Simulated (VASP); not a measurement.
The system is MnHg.

```
Hg Mn
1.0
     3.31500    0.00000    0.00000
     0.00000    3.31500    0.00000
     0.00000    0.00000    3.31500
Hg Mn
1 1
Cartesian
  0.0000 0.0000 0.0000
  1.6575 1.6575 1.6575
```

Program: VASP 6.6.1. Alike in all runs: task single point; level PBE; potentials or basis VASP PAW PBE potentials, release 64 (Hg_sv_GW, Mn_sv); spin collinear, ferromagnetic start; cell as given; k mesh 7 × 7 × 7; cutoff (eV) 680; smearing fermi-dirac 0.05 eV.

Problem. Order these runs on this cell by their pressure, lowest first.
A. fixed moment (μB) 3.0
B. fixed moment (μB) 4.0
C. fixed moment (μB) 6.0
D. fixed moment (μB) 8.0
E. fixed moment (μB) 1.0

Solution. E (-13.1 GPa), A (-6.0 GPa), B (0.8 GPa), C (22.3 GPa), D (53.1 GPa).

Caveats: the total moment is fixed, so each spin has its own Fermi level and the state may be an excited one; the cell stands under pressure (at least some runs); the cell stands under tension (at least some runs).
